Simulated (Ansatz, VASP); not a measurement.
**Two plane-wave programs on ScSi4O**

The input INCAR:

```
ALGO = Normal ; EDIFF = 1E-6
ENCUT = 520 ; GGA = PE
ISIF = 2 ; ISMEAR = 0
LASPH = T ; LCHARG = T
LELF = T ; LREAL = F
LVHAR = T ; LWAVE = F
NBANDS = 26 ; NELM = 60
PREC = Accurate ; SIGMA = 0.1
```

The input KPOINTS:

```
k-points
0
Gamma
  4 4 4
```

The input POSCAR:

```
ScSi4O
1.0
    4.4758295600      0.0000000000      0.0000000000
    0.0000000000      4.4758295600      0.0000000000
    0.0000000000      0.0000000000      4.9267207000
Sc Si O
1 4 1
Direct
    0.0000000000      0.0000000000      0.5000000000
    0.0000000000      0.5000000000      0.5000000000
    0.5000000000      0.0000000000      0.5000000000
    0.0000000000      0.5000000000      0.0000000000
    0.5000000000      0.0000000000      0.0000000000
    0.5000000000      0.5000000000      0.5000000000
```

Input for Ansatz:

```yaml
crystal:
  lattice:
    - [4.47582956, 0.0, 0.0]
    - [0.0, 4.47582956, 0.0]
    - [0.0, 0.0, 4.9267207]
  atoms:
    - { symbol: Sc, position: [0.0, 0.0, 0.5] }
    - { symbol: Si, position: [0.0, 0.5, 0.5] }
    - { symbol: Si, position: [0.5, 0.0, 0.5] }
    - { symbol: Si, position: [0.0, 0.5, 0.0] }
    - { symbol: Si, position: [0.5, 0.0, 0.0] }
    - { symbol: O, position: [0.5, 0.5, 0.5] }
basis:
  ecutwfc: 420
kpoints:
  mp_grid: { grid: [4, 4, 4] }
hamiltonian:
  xc: pbe
scf:
  occupations: { method: gaussian, width: 0.1 }
  lower_state_search: "off"
output:
  forces: true
  stress: true
  eigenvalues: true
```

Alike in both runs: task single point; functional PBE; k mesh 4 × 4 × 4; occupations gaussian, width 0.1 eV; no spin polarisation.

|  | VASP | Ansatz |
| --- | --- | --- |
| version | VASP 6.6.1 | Ansatz 0.2.0 |
| potentials or method | VASP PAW PBE potentials, release 64 (Sc_sv, Si, O), cutoff 520 eV | scalar-relativistic, plane waves, PAW |
| valence electrons in the cell | 33 | 33 |

|  | VASP | Ansatz | Ansatz less VASP |
| --- | --- | --- | --- |
| gap on the k mesh at the Fermi level (eV) | none | none | - |
| pressure (GPa) | 12.2 | 12.2 | -0.03 |
| traceless stress, the component that is largest in VASP (GPa) | -16.78 | -16.73 | +0.046 |

A gap of «none» marks a metal or a gap that the smearing closes. With one functional, cell and mesh, what is left measures potentials, basis and numerics.
